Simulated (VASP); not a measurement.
Crystal: Hf.

```xyz
2
Lattice="3.1987 0.0000 0.0000 -1.5994 2.7702 0.0000 0.0000 0.0000 5.0505" Properties=species:S:1:pos:R:3 pbc="T T T"
Hf    0.0000    1.8468    1.2626
Hf    1.5994    0.9234    3.7879
```

Program: VASP 6.6.1. Alike in all runs: task single point; level r2SCAN; potentials or basis VASP PAW PBE potentials, release 64 (Hf_pv); no spin polarisation; cell as given; cutoff (eV) 520; smearing fermi-dirac 0.1 eV. Hardware: 1 thread of AMD EPYC 7R43 64-Core Processor (Zen 3), with other jobs on the host.

Task: Order these runs on this cell by their wall time, lowest first.
A. k mesh 4 × 4 × 2
B. k mesh 11 × 11 × 6
C. k mesh 7 × 7 × 4

Result: A (52 s), C (110 s), B (280 s).

Caveats: some runs use coarse meshes.
